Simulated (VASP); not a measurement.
# Rh (Pm-3m) in VASP: single point with PBE

Aim: the single point of Rh with PBE.

All numbers are computed with VASP 6.6.1; they aren't measurements. Logs are shortened: lines on timing, memory, paths and dates and some standing lists are left out, and cuts for length are marked.

## Step 1: The cell of the first run

The structure is cubic, space group Pm-3m (No. 221). Conventional cell: a = 2.537 Å, b = 2.537 Å, c = 2.537 Å, α = 90.00°, β = 90.00°, γ = 90.00°. Within 3.3 Å of Rh (site symmetry m-3m) lie 6 Rh at 2.54 Å.

This isn't the form of Rh at room conditions, which is fcc.

## Step 2: Single point, PBE (16.33 Å³/atom)

Contents of POSCAR:

```
Rh
1.0
    2.5371790260      0.0000000000      0.0000000000
    0.0000000000      2.5371790260      0.0000000000
    0.0000000000      0.0000000000      2.5371790260
Rh
1
Direct
    0.0000000000      0.0000000000      0.0000000000
```

Contents of INCAR.step1:

```
SYSTEM = Rh
ALGO = Normal ; EDIFF = 1E-6
ENCUT = 520 ; GGA = PE
ISIF = 2 ; ISMEAR = -1
LASPH = .True. ; LCHARG = .True.
LMAXMIX = 4 ; LREAL = .False.
LWAVE = .False. ; NBANDS = 14
NELM = 100 ; PREC = Accurate
SIGMA = 0.1
```

Contents of KPOINTS.step1:

```
k-points
0
Gamma
  15 15 15
  0 0 0
```

Contents of INCAR.step2:

```
SYSTEM = Rh
ALGO = Normal ; EDIFF = 1E-6
ENCUT = 520 ; GGA = PE
ICHARG = 11 ; ISIF = 2
ISMEAR = -5 ; LASPH = .True.
LCHARG = .False. ; LMAXMIX = 4
LORBIT = 11 ; LREAL = .False.
LWAVE = .False. ; NBANDS = 14
NEDOS = 2001 ; NELM = 100
PREC = Accurate ; SIGMA = 0.1
```

Contents of KPOINTS.step2:

```
k-points
0
Gamma
  23 23 23
  0 0 0
```

Potentials or basis: VASP PAW PBE potentials, release 64 (Rh_pv).

Started as:

```
cat potpaw_PBE.64/Rh_pv/POTCAR > POTCAR
cp INCAR.step1 INCAR
cp KPOINTS.step1 KPOINTS
mpirun -np 1 vasp_std > vasp.out
cp INCAR.step2 INCAR
cp KPOINTS.step2 KPOINTS
mpirun -np 1 vasp_std > vasp.out
```

OUTCAR:

```text
SYSTEM = Rh
   EDIFF = 1E-6
   ENCUT = 520
   GGA = PE
   ICHARG = 11
   ISIF = 2
   ISMEAR = -5
   LASPH = .True.
   LORBIT = 11
   LREAL = .False.
   NELM = 100
   PREC = Accurate

 ion  position               nearest neighbor table
   1  0.000  0.000  0.000-

  LATTYP: Found a simple cubic cell.
 ALAT       =     2.5371790260

  Lattice vectors:

 A1 = (   2.5371790260,   0.0000000000,   0.0000000000)
 A2 = (   0.0000000000,   2.5371790260,   0.0000000000)
 A3 = (   0.0000000000,   0.0000000000,   2.5371790260)

Analysis of symmetry for initial positions (statically):
=====================================================================
 Subroutine PRICEL returns:
 Original cell was already a primitive cell.

 Routine SETGRP: Setting up the symmetry group for a
 simple cubic supercell.

 Subroutine GETGRP returns: Found 48 space group operations
 (whereof 48 operations were pure point group operations)
 out of a pool of 48 trial point group operations.

The static configuration has the point symmetry O_h .

Analysis of symmetry for dynamics (positions and initial velocities):
=====================================================================
 Subroutine PRICEL returns:
 Original cell was already a primitive cell.

 Routine SETGRP: Setting up the symmetry group for a
 simple cubic supercell.

 Subroutine GETGRP returns: Found 48 space group operations
 (whereof 48 operations were pure point group operations)
 out of a pool of 48 trial point group operations.

The dynamic configuration has the point symmetry O_h .

 Subroutine INISYM returns: Found 48 space group operations
 (whereof 48 operations are pure point group operations),
 and found     1 'primitive' translations

----------------------------------------------------------------------------------------

                                     Primitive cell

  volume of cell :      16.3325

  direct lattice vectors                    reciprocal lattice vectors
     2.537179026  0.000000000  0.000000000     0.394138525  0.000000000  0.000000000
     0.000000000  2.537179026  0.000000000     0.000000000  0.394138525  0.000000000
     0.000000000  0.000000000  2.537179026     0.000000000  0.000000000  0.394138525

  length of vectors
     2.537179026  2.537179026  2.537179026     0.394138525  0.394138525  0.394138525

  position of ions in fractional coordinates (direct lattice)
     0.000000000  0.000000000  0.000000000

  ion indices of the primitive-cell ions
   primitive index   ion index
                 1           1

----------------------------------------------------------------------------------------

 KPOINTS: k-points

Automatic generation of k-mesh.
 Grid dimensions read from file:
 generate k-points for:   23   23   23

 Generating k-lattice:

  Cartesian coordinates                     Fractional coordinates (reciprocal lattice)
     0.017136458  0.000000000  0.000000000     0.043478261  0.000000000  0.000000000
     0.000000000  0.017136458  0.000000000     0.000000000  0.043478261  0.000000000
     0.000000000  0.000000000  0.017136458     0.000000000  0.000000000  0.043478261

  Length of vectors
     0.017136458  0.017136458  0.017136458

  Shift w.r.t. Gamma in fractional coordinates (k-lattice)
     0.000000000  0.000000000  0.000000000

 TETIRR: Found   6051 inequivalent tetrahedra from    73002

 Subroutine IBZKPT returns following result:
 ===========================================

 Found    364 irreducible k-points:

 Following reciprocal coordinates:
            Coordinates               Weight
  0.000000  0.000000  0.000000      1.000000
  0.043478  0.000000  0.000000      6.000000
  0.086957  0.000000  0.000000      6.000000
  0.130435  0.000000  0.000000      6.000000
  0.173913  0.000000  0.000000      6.000000
  0.217391  0.000000  0.000000      6.000000
[... 16 lines left out ...]
  0.478261  0.043478  0.000000     24.000000
  0.086957  0.086957  0.000000     12.000000
 [... further k-points ...]
   k-points           NKPTS =    364   k-points in BZ     NKDIM =    364   number of bands    NBANDS=     14
   number of dos      NEDOS =   2001   number of ions     NIONS =      1
   total plane-waves  NPLWV =   8000
   dimension x,y,z NGX =    20 NGY =   20 NGZ =   20
   dimension x,y,z NGXF=    40 NGYF=   40 NGZF=   40
   ions per type =               1
   NGX,Y,Z   is equivalent  to a cutoff of  13.10, 13.10, 13.10 a.u.
   NGXF,Y,Z  is equivalent  to a cutoff of  26.21, 26.21, 26.21 a.u.
 SYSTEM =  Rh
   PREC   = accura    normal or accurate (medium, high low for compatibility)
   ISTART =      0    job   : 0-new  1-cont  2-samecut
   ICHARG =     11    charge: 1-file 2-atom 10-const
   ISPIN  =      1    spin polarized calculation?
   LNONCOLLINEAR =      F non collinear calculations
   LSORBIT =      F    spin-orbit coupling
   LASPH  =      T    aspherical Exc in radial PAW
   ENCUT  =  520.0 eV  38.22 Ry    6.18 a.u.   4.72  4.72  4.72*2*pi/ulx,y,z
   NELM   =    100;   NELMIN=  2; NELMDL=  0     # of ELM steps
   EDIFF  = 0.1E-05   stopping-criterion for ELM
   LREAL  =      F    real-space projection
   EDIFFG = 0.1E-04   stopping-criterion for IOM
   NSW    =      0    number of steps for IOM
   IBRION =     -1    ionic relax: 0-MD 1-quasi-New 2-CG
   NFREE  =      0    steps in history (QN), initial steepest desc. (CG)
   ISIF   =      2    stress and relaxation
   ISYM   =      2    0-nonsym 1-usesym 2-fastsym
   POTIM  = 0.5000    time-step for ionic-motion
   TEBEG  =    0.0;   TEEND  =   0.0 temperature during run
   PSTRESS=    0.0 pullay stress
   NELECT =      15.0000    total number of electrons
   NUPDOWN=      -1.0000    fix difference up-down
   EMIN   =  10.00;   EMAX   =-10.00  energy-range for DOS
   EFERMI =   0.00;   METHOD = LEGACY
   ISMEAR =    -5;   SIGMA  =   0.10  broadening in eV -4-tet -1-fermi 0-gaus
   EFERMI_NEDOS =   21; number of points for ismear=-14 and -15
   IALGO  =     38    algorithm
   IMIX   =      4    mixing-type and parameters
     AMIX     =   0.40;   BMIX     =  1.00
     AMIX_MAG =   1.60;   BMIX_MAG =  1.00
  volume/ion in A,a.u.               =      16.33       110.22
  Fermi-wavevector in a.u.,A,eV,Ry     =   1.591308  3.007135 34.453487  2.532260
  Thomas-Fermi vector in A             =   2.689868
   LORBIT       =     11    0 simple, 1 ext, 2 COOP (PROOUT), +10 PAW based schemes
   GGA     = PE    functional components
   LHFCALC =     F    Hartree Fock is set to
   AEXX    =    0.0000 exact exchange contribution
   IVDW    =     0    specifies the selected vdW correction
   LEPSILON=     F    determine dielectric tensor
   LRPA    =     F    only Hartree local field effects (RPA)
 non-spin polarized calculation
 Fermi weights with tetrahedron method with Bloechl corrections
  energy-cutoff  :      520.00
  volume of cell :       16.33
 maximum number of plane-waves:       461
 NGX is ok and might be reduce to    20

 number of electron      15.0000000 magnetization

 Free energy of the ion-electron system (eV)
  ---------------------------------------------------
  ext. energy  EPLUGINS =         0.00000000
  ---------------------------------------------------
  free energy    TOTEN  =        -6.46540799 eV

  energy without entropy =       -6.46540799  energy(sigma->0) =       -6.46540799

 E-fermi :   9.1601     XC(G=0): -12.7927

 val. band max:        9.2565573702   @ k =   0.3478   0.3478   0.3478
 cond. band min:       9.0666714686   @ k =   0.3043   0.2609   0.0000
 fundamental gap:     -0.1898859016
 Fermi energy:         9.1600579467

 k-point     1 :       0.0000    0.0000    0.0000
  band No.  band energies     occupation
      1     -36.8356      2.00000
      2     -36.8356      2.00000
      3     -36.8356      2.00000
      4       2.4516      2.00000
      5       4.1107      2.00000
      6       4.1107      2.00000
      7       9.9088      0.00000
      8       9.9088      0.00000
      9       9.9088      0.00000
     10      25.9536      0.00000
     11      25.9536      0.00000
     12      25.9536      0.00000
     13      30.3750      0.00000
     14      33.1861      0.00000

 k-point     2 :       0.0435    0.0000    0.0000
  band No.  band energies     occupation
      1     -36.8489      2.00000
      2     -36.8344      2.00000
      3     -36.8344      2.00000
      4       2.5065      2.00000
      5       4.1214      2.00000
      6       4.1596      2.00000
      7       9.8622      0.00000
      8       9.8622      0.00000
      9       9.9125      0.00000
     10      25.5463      0.00000
     11      26.0494      0.00000
     12      26.0494      0.00000
     13      30.3763      0.00000
     14      32.9344      0.00000

 k-point     3 :       0.0870    0.0000    0.0000
  band No.  band energies     occupation
      1     -36.8878      2.00000
      2     -36.8312      2.00000
      3     -36.8312      2.00000
      4       2.6641      2.00000
      5       4.1528      2.00000
      6       4.3098      2.00000
      7       9.7279      0.00000
      8       9.7279      0.00000
      9       9.9231      0.00000
     10      24.5542      0.00000
     11      26.3302      0.00000
     12      26.3302      0.00000
     13      30.3780      0.00000
     14      32.2863      0.00000

 k-point     4 :       0.1304    0.0000    0.0000
  band No.  band energies     occupation
      1     -36.9491      2.00000
      2     -36.8261      2.00000
      3     -36.8261      2.00000
      4       2.9042      2.00000
      5       4.2029      2.00000
      6       4.5706      2.00000
      7       9.5221      0.00000
      8       9.5221      0.00000
      9       9.9400      0.00000
     10      23.3112      0.00000
     11      26.7766      0.00000
     12      26.7766      0.00000
     13      30.3790      0.00000
     14      31.4528      0.00000

 k-point     5 :       0.1739    0.0000    0.0000
  band No.  band energies     occupation
      1     -37.0279      2.00000
      2     -36.8194      2.00000
      3     -36.8194      2.00000
      4       3.1968      2.00000
      5       4.2687      2.00000
      6       4.9537      2.00000
      7       9.2669      0.26166
      8       9.2669      0.21527
      9       9.9619      0.00000
     10      22.0005      0.00000
     11      27.3616      0.00000
[... 276 lines left out ...]
 k-point    22 :       0.4348    0.0435    0.0000
  band No.  band energies     occupation
      1     -37.5006      2.00000
      2     -36.7909      2.00000
      3     -36.7769      2.00000
      4       4.7298      2.00000
      5       4.8463      2.00000
      6       7.5977      2.00000
      7       7.9068      2.00000
      8       9.0930      1.02866
      9      10.0587      0.00000
     10      15.7507      0.00000
     11      26.8699      0.00000
     12      30.3433      0.00000
     13      30.3992      0.00000
     14      31.8475      0.00000

 k-point    23 :       0.4783    0.0435    0.0000
  band No.  band energies     occupation
      1     -37.5253      2.00000
      2     -36.7886      2.00000
      3     -36.7747      2.00000
      4       4.7579      2.00000
      5       4.9308      2.00000
      6       7.5598      2.00000
      7       7.8420      2.00000
      8       9.4123     -0.03066
      9      10.0664      0.00000
     10      15.3585      0.00000
     11      26.7234      0.00000
     12      30.2894      0.00000
     13      30.3825      0.00000
     14      31.9855      0.00000

 k-point    24 :       0.0870    0.0870    0.0000
  band No.  band energies     occupation
      1     -36.8853      2.00000
      2     -36.8813      2.00000
      3     -36.8269      2.00000
      4       2.8782      2.00000
      5       4.2768      2.00000
      6       4.4220      2.00000
      7       9.5432     -0.01722
      8       9.7144      0.00000
      9       9.7733      0.00000
     10      24.7909      0.00000
     11      24.9684      0.00000
     12      26.7075      0.00000
     13      30.3798      0.00000
     14      32.1236      0.00000

 [... further k-points ...]

------------------------ aborting loop because EDIFF is reached ----------------------------------------

  FORCE on cell =-STRESS in cart. coord.  units (eV):
  Direction    XX          YY          ZZ          XY          YZ          ZX
  --------------------------------------------------------------------------------------
  -------------------------------------------------------------------------------------
  Total        0.0563052      0.0563052      0.0563052     -0.0000000     -0.0000000      0.0000000
  in kB        5.5233900      5.5233900      5.5233900     -0.0000000     -0.0000000      0.0000000
  external PRESSURE =       5.5233900 kB  Pullay stress =       0.0000000 kB

 VOLUME and BASIS-vectors are now :
 -----------------------------------------------------------------------------
  energy-cutoff  :      520.00
  volume of cell :       16.33
      direct lattice vectors                 reciprocal lattice vectors
     2.537179026  0.000000000  0.000000000     0.394138525  0.000000000  0.000000000
     0.000000000  2.537179026  0.000000000     0.000000000  0.394138525  0.000000000
     0.000000000  0.000000000  2.537179026     0.000000000  0.000000000  0.394138525

 POSITION                                       TOTAL-FORCE (eV/Angst)
 -----------------------------------------------------------------------------------
      0.00000      0.00000      0.00000         0.000000      0.000000      0.000000
 -----------------------------------------------------------------------------------
    total drift:                               -0.000000      0.000000     -0.000000

  FREE ENERGIE OF THE ION-ELECTRON SYSTEM (eV)
  ---------------------------------------------------
  free  energy   TOTEN  =        -6.4654079949 eV

  energy  without entropy=       -6.4654079949  energy(sigma->0) =       -6.46540799

 total charge

# of ion       s       p       d       tot
------------------------------------------
    1        0.405   6.198   7.175  13.778
```

Run time: 98 s. Hardware: 1 thread of Intel Xeon 8259CL, shared host; peak memory 0.19 GiB.

What came out:

| Property | Result |
| --- | --- |
| Valence electrons inside the program's atomic spheres | Rh 13.78 |
